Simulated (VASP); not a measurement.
Write the native input for VASP 6.6.1 that does the following.

```
Task                   : single point
Functional             : revPBE
Potentials or basis    : VASP PAW PBE potentials, release 64 (Cs_sv)
Cutoff                 : 520 eV
k mesh                 : 8 × 8 × 8
Occupations            : fermi-dirac, width 0.1 eV
Spin                   : no spin polarisation
Dipole correction      : no
Further INCAR settings : ALGO = Normal; EDIFF = 1e-07; NBANDS = 10
```

The structure of Cs lies in POSCAR:

```
Cs
1.0
    0.0000000000      4.0077479022      4.0077479022
    4.0077479022      0.0000000000      4.0077479022
    4.0077479022      4.0077479022      0.0000000000
Cs
1
Direct
    0.0000000000      0.0000000000      0.0000000000
```

This isn't the form of Cs at room conditions, which is bcc.

These files were run (other wordings do the same):

INCAR

```
SYSTEM = Cs
PREC = Accurate
ENCUT = 520
EDIFF = 1E-7
ISMEAR = -1
SIGMA = 0.1
LREAL = .False.
LASPH = .True.
NELM = 60
ALGO = Normal
ISIF = 2
LWAVE = .False.
LCHARG = .False.
GGA = RE
NBANDS = 10
```

KPOINTS

```
regular mesh
0
Gamma
  8 8 8
  0 0 0
```

Potentials or basis: VASP PAW PBE potentials, release 64 (Cs_sv).

Launch:

```console
$ cat potpaw_PBE.64/Cs_sv/POTCAR > POTCAR
$ mpirun -np 1 vasp_std > vasp.out
```

It gave:

The pressure is 0.0 GPa. The band gap on the k mesh is zero (an odd number of electrons rules out a gap without spin polarisation).

Caveat: the PAW data sets were made with another functional, which shifts forces and pressure a little; spin-orbit coupling is left out, which moves the levels of the heavy elements.

Wall time 43 s on 1 thread of Intel(R) Xeon(R) Platinum 8488C (Sapphire Rapids) (shared host), peak memory 0.24 GiB.
